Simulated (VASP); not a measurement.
# LiBi (P4/mmm) in VASP: notebook

Runs on LiBi. Level: LDA. Tasks: single point, relaxation of cell and atoms.

Everything below comes from runs of VASP 6.6.1. Logs are shortened: lines on timing, memory, paths and dates and some standing lists are left out, and cuts for length are marked.

## (1) The cell of the first run

The structure is tetragonal, space group P4/mmm (No. 123). The conventional cell has a = 3.300 Å, b = 3.300 Å, c = 4.063 Å, α = 90.00°, β = 90.00°, γ = 90.00°. Li (site symmetry 4/mmm) has 8 Bi at 3.09 Å and 6 Li at 3.30 to 4.06 Å within 4.1 Å. Within 4.1 Å of Bi (site symmetry 4/mmm) lie 8 Li at 3.09 Å and 6 Bi at 3.30 to 4.06 Å.

## (2) Single point, LDA

Input file INCAR:

```
  PREC = Accurate
  ENCUT = 520
  EDIFF = 1E-6
  ISMEAR = 0
  SIGMA = 0.05
  LREAL = False
  LASPH = True
  NELM = 80
  ALGO = Normal
  ISIF = 2
  LWAVE = False
  LCHARG = False
  NBANDS = 16
```

Input file KPOINTS:

```
regular mesh
0
Gamma
  8 8 6
```

Input file POSCAR:

```
LiBi
1.0
    3.3003935207      0.0000000000      0.0000000000
    0.0000000000      3.3003935207      0.0000000000
    0.0000000000      0.0000000000      4.0633522562
Li Bi
1 1
Direct
    0.0000000000      0.0000000000      0.0000000000
    0.5000000000      0.5000000000      0.5000000000
```

Potentials or basis: VASP PAW LDA potentials, release 64 (Li_sv, Bi_d).

Started as:

```sh
$ cat potpaw_LDA.64/Li_sv/POTCAR potpaw_LDA.64/Bi_d/POTCAR > POTCAR
$ mpirun -np 1 vasp_std > vasp.out
```

OUTCAR:

```text
PREC = Accurate
   ENCUT = 520
   EDIFF = 1E-6
   ISMEAR = 0
   LREAL = False
   LASPH = True
   NELM = 80
   ISIF = 2

 ion  position               nearest neighbor table
   1  0.000  0.000  0.000-   2 3.09   2 3.09   2 3.09   2 3.09   2 3.09   2 3.09   2 3.09   2 3.09

   2  0.500  0.500  0.500-   1 3.09   1 3.09   1 3.09   1 3.09   1 3.09   1 3.09   1 3.09   1 3.09

  LATTYP: Found a simple tetragonal cell.
 ALAT       =     3.3003935207
 C/A-ratio  =     1.2311720499

  Lattice vectors:

 A1 = (   3.3003935207,   0.0000000000,   0.0000000000)
 A2 = (   0.0000000000,   3.3003935207,   0.0000000000)
 A3 = (   0.0000000000,   0.0000000000,   4.0633522562)

Analysis of symmetry for initial positions (statically):
=====================================================================
 Subroutine PRICEL returns:
 Original cell was already a primitive cell.

 Routine SETGRP: Setting up the symmetry group for a
 simple tetragonal supercell.

 Subroutine GETGRP returns: Found 16 space group operations
 (whereof 16 operations were pure point group operations)
 out of a pool of 16 trial point group operations.

The static configuration has the point symmetry D_4h.

Analysis of symmetry for dynamics (positions and initial velocities):
=====================================================================
 Subroutine PRICEL returns:
 Original cell was already a primitive cell.

 Routine SETGRP: Setting up the symmetry group for a
 simple tetragonal supercell.

 Subroutine GETGRP returns: Found 16 space group operations
 (whereof 16 operations were pure point group operations)
 out of a pool of 16 trial point group operations.

The dynamic configuration has the point symmetry D_4h.

 Subroutine INISYM returns: Found 16 space group operations
 (whereof 16 operations are pure point group operations),
 and found     1 'primitive' translations

----------------------------------------------------------------------------------------

                                     Primitive cell

  volume of cell :      44.2605

  direct lattice vectors                    reciprocal lattice vectors
     3.300393521  0.000000000  0.000000000     0.302994171  0.000000000  0.000000000
     0.000000000  3.300393521  0.000000000     0.000000000  0.302994171  0.000000000
     0.000000000  0.000000000  4.063352256     0.000000000  0.000000000  0.246102217

  length of vectors
     3.300393521  3.300393521  4.063352256     0.302994171  0.302994171  0.246102217

  position of ions in fractional coordinates (direct lattice)
     0.000000000  0.000000000  0.000000000
[... 79 lines left out ...]
   LREAL  =      F    real-space projection
   EDIFFG = 0.1E-04   stopping-criterion for IOM
   NSW    =      0    number of steps for IOM
   IBRION =     -1    ionic relax: 0-MD 1-quasi-New 2-CG
   NFREE  =      0    steps in history (QN), initial steepest desc. (CG)
   ISIF   =      2    stress and relaxation
   ISYM   =      2    0-nonsym 1-usesym 2-fastsym
   POTIM  = 0.5000    time-step for ionic-motion
   TEBEG  =    0.0;   TEEND  =   0.0 temperature during run
   PSTRESS=    0.0 pullay stress
   NELECT =      18.0000    total number of electrons
   NUPDOWN=      -1.0000    fix difference up-down
   EMIN   =  10.00;   EMAX   =-10.00  energy-range for DOS
   EFERMI =   0.00;   METHOD = LEGACY
   ISMEAR =     0;   SIGMA  =   0.05  broadening in eV -4-tet -1-fermi 0-gaus
   EFERMI_NEDOS =   21; number of points for ismear=-14 and -15
   IALGO  =     38    algorithm
   IMIX   =      4    mixing-type and parameters
     AMIX     =   0.40;   BMIX     =  1.00
     AMIX_MAG =   1.60;   BMIX_MAG =  1.00
  volume/ion in A,a.u.               =      22.13       149.34
  Fermi-wavevector in a.u.,A,eV,Ry     =   1.212906  2.292059 20.016077  1.471140
  Thomas-Fermi vector in A             =   2.348375
   LORBIT       =      0    0 simple, 1 ext, 2 COOP (PROOUT), +10 PAW based schemes
   GGA     = CA    functional components
   LHFCALC =     F    Hartree Fock is set to
   AEXX    =    0.0000 exact exchange contribution
   IVDW    =     0    specifies the selected vdW correction
   LEPSILON=     F    determine dielectric tensor
   LRPA    =     F    only Hartree local field effects (RPA)
 non-spin polarized calculation
 Gauss-broadening in eV      SIGMA  =   0.05
  energy-cutoff  :      520.00
  volume of cell :       44.26
 maximum number of plane-waves:      1208
 NGX is ok and might be reduce to    28
   NGX = 13   NGY = 13   NGZ = 15

 number of electron      18.0000005 magnetization

 Free energy of the ion-electron system (eV)
  ---------------------------------------------------
  ext. energy  EPLUGINS =         0.00000000
  ---------------------------------------------------
  free energy    TOTEN  =        -7.51076308 eV

  energy without entropy =       -7.50952933  energy(sigma->0) =       -7.51014621

 E-fermi :   6.0882     XC(G=0):  -9.7993

 val. band max:        6.0750966466   @ k =   0.3750   0.2500   0.3333
 cond. band min:       6.1020981268   @ k =   0.5000   0.5000   0.3333
 fundamental gap:      0.0270014802
 Fermi energy:         6.0881637531

 k-point     1 :       0.0000    0.0000    0.0000
  band No.  band energies     occupation
      1     -39.7234      2.00000
      2     -16.6850      2.00000
      3     -16.5046      2.00000
      4     -16.4064      2.00000
      5     -16.3951      2.00000
      6     -16.3951      2.00000
[... 433 lines left out ...]
      3     -16.4969      2.00000
      4     -16.4838      2.00000
      5     -16.4020      2.00000
      6     -16.3397      2.00000
[... 8 lines left out ...]
     15      17.0695      0.00000
     16      17.2412      0.00000

 [... further k-points ...]

------------------------ aborting loop because EDIFF is reached ----------------------------------------

  FORCE on cell =-STRESS in cart. coord.  units (eV):
  Direction    XX          YY          ZZ          XY          YZ          ZX
  --------------------------------------------------------------------------------------
  -------------------------------------------------------------------------------------
  Total        0.0298820      0.0298820      0.0097643      0.0000000      0.0000000      0.0000000
  in kB        1.0816953      1.0816953      0.3534568      0.0000000      0.0000000      0.0000000
  external PRESSURE =       0.8389491 kB  Pullay stress =       0.0000000 kB

 VOLUME and BASIS-vectors are now :
 -----------------------------------------------------------------------------
  energy-cutoff  :      520.00
  volume of cell :       44.26
      direct lattice vectors                 reciprocal lattice vectors
     3.300393521  0.000000000  0.000000000     0.302994171  0.000000000  0.000000000
     0.000000000  3.300393521  0.000000000     0.000000000  0.302994171  0.000000000
     0.000000000  0.000000000  4.063352256     0.000000000  0.000000000  0.246102217

 POSITION                                       TOTAL-FORCE (eV/Angst)
 -----------------------------------------------------------------------------------
      0.00000      0.00000      0.00000         0.000000      0.000000      0.000000
      1.65020      1.65020      2.03168         0.000000      0.000000      0.000000
 -----------------------------------------------------------------------------------
    total drift:                                0.000000      0.000000      0.000000

  FREE ENERGIE OF THE ION-ELECTRON SYSTEM (eV)
  ---------------------------------------------------
  free  energy   TOTEN  =        -7.5107630805 eV

  energy  without entropy=       -7.5095293327  energy(sigma->0) =       -7.51014621
```

OSZICAR:

```text
N       E                     dE             d eps       ncg     rms          rms(c)
DAV:   1     0.133597304366E+03    0.13360E+03   -0.89975E+03  1920   0.127E+03
DAV:   2     0.579681962446E+00   -0.13302E+03   -0.12955E+03  2296   0.327E+02
DAV:   3    -0.724870799839E+01   -0.78284E+01   -0.77866E+01  2424   0.796E+01
DAV:   4    -0.754549168762E+01   -0.29678E+00   -0.29657E+00  2840   0.162E+01
DAV:   5    -0.755135195909E+01   -0.58603E-02   -0.58602E-02  2536   0.192E+00    0.110E+00
DAV:   6    -0.752068666844E+01    0.30665E-01   -0.34471E-02  2624   0.236E+00    0.570E-01
DAV:   7    -0.751135099142E+01    0.93357E-02   -0.18283E-02  2904   0.150E+00    0.124E-01
DAV:   8    -0.751077362175E+01    0.57737E-03   -0.13776E-03  2576   0.440E-01    0.220E-02
DAV:   9    -0.751076327146E+01    0.10350E-04   -0.84066E-05  2768   0.702E-02    0.122E-02
DAV:  10    -0.751076308054E+01    0.19092E-06   -0.74454E-06  2416   0.238E-02
   1 F= -.75107631E+01 E0= -.75101462E+01  d E =-.123375E-02
```

Wall time 22 s (1 thread of Intel Xeon Platinum 8259CL at 2.50GHz (Skylake/Cascade Lake), shared host); peak memory 0.16 GiB.

What came out:

```
Free energy            : -7.5108 eV
Band gap on the k mesh : zero (bands 9 and 10 overlap by 5.43 eV)
```

Levels at points of the mesh, in eV from the Fermi level:
| k point | band 6 | band 7 | band 8 | band 9 | band 10 | band 11 | band 12 | band 13 |
| --- | --- | --- | --- | --- | --- | --- | --- | --- |
| (0.00, 0.00, 0.00) | -22.48 | -12.64 | -1.49 | 2.34 | 2.49 | 2.49 | 6.65 | 7.01 |
| (0.50, 0.00, 0.00) | -22.44 | -10.85 | -5.01 | 0.91 | 3.43 | 4.60 | 4.81 | 6.37 |
| (0.50, 0.50, 0.00) | -22.38 | -8.96 | -3.44 | -3.44 | 2.23 | 2.91 | 6.16 | 6.16 |
| (0.00, 0.00, 0.50) | -22.49 | -12.17 | -4.82 | 3.53 | 3.53 | 5.92 | 7.77 | 7.77 |
| (0.50, 0.00, 0.50) | -22.41 | -10.30 | -4.58 | -3.26 | 1.57 | 5.50 | 8.89 | 9.37 |
| (0.50, 0.50, 0.50) | -22.38 | -8.48 | -2.47 | -2.47 | -0.64 | 2.08 | 2.08 | 2.10 |

Caveat: the cutoff is under 1.25 times the usual one of these potentials, so pressure, stress and relaxed cells hold a basis-set (Pulay) error; spin-orbit coupling is left out, which moves the levels of the heavy elements.

## (3) Single point, LDA

This run uses another cell than the first one, of 22.57 Å³/atom.

Input file INCAR:

```
SYSTEM = LiBi
PREC = Accurate ; ENCUT = 520
EDIFF = 1E-6 ; ISMEAR = 0
SIGMA = 0.05 ; LREAL = .False.
LASPH = .True. ; NELM = 100
ALGO = Normal ; ISIF = 2
LWAVE = .False. ; LCHARG = .False.
NBANDS = 16
```

Input file KPOINTS:

```
Automatic mesh
0
Gamma
  8 8 6
  0 0 0
```

Input file POSCAR:

```
LiBi
1.0
    3.3222510684      0.0000000000      0.0000000000
    0.0000000000      3.3222510684      0.0000000000
    0.0000000000      0.0000000000      4.0902626580
Li Bi
1 1
Direct
    0.0000000000      0.0000000000      0.0000000000
    0.5000000000      0.5000000000      0.5000000000
```

Potentials or basis: VASP PAW LDA potentials, release 64 (Li_sv, Bi_d).

Started as:

```sh
$ cat potpaw_LDA.64/Li_sv/POTCAR potpaw_LDA.64/Bi_d/POTCAR > POTCAR
$ mpirun -np 1 vasp_std > vasp.out
```

Wall time 22 s (1 thread of Intel Xeon Platinum 8259CL at 2.50GHz (Skylake/Cascade Lake), shared host); peak memory 0.17 GiB.

The run converged. Its results:

- Free energy: -7.5090 eV
- Band gap on the k mesh: zero (bands 9 and 10 overlap by 5.30 eV)

Levels at points of the mesh, in eV from the Fermi level:
```csv
k point,band 7,band 8,band 9,band 10,band 11,band 12
"(0.00, 0.00, 0.00)",-12.52,-1.44,2.30,2.46,2.46,6.56
"(0.50, 0.00, 0.00)",-10.79,-4.90,0.89,3.39,4.60,4.71
"(0.50, 0.50, 0.00)",-8.97,-3.35,-3.35,2.25,2.84,6.14
"(0.00, 0.00, 0.50)",-12.07,-4.71,3.47,3.47,5.82,7.72
"(0.50, 0.00, 0.50)",-10.26,-4.47,-3.17,1.59,5.37,8.84
"(0.50, 0.50, 0.50)",-8.52,-2.41,-2.41,-0.61,2.12,2.12
```

Caveat: the cutoff is under 1.25 times the usual one of these potentials, so pressure, stress and relaxed cells hold a basis-set (Pulay) error; spin-orbit coupling is left out, which moves the levels of the heavy elements.

(Continued in part 2 of 2.)
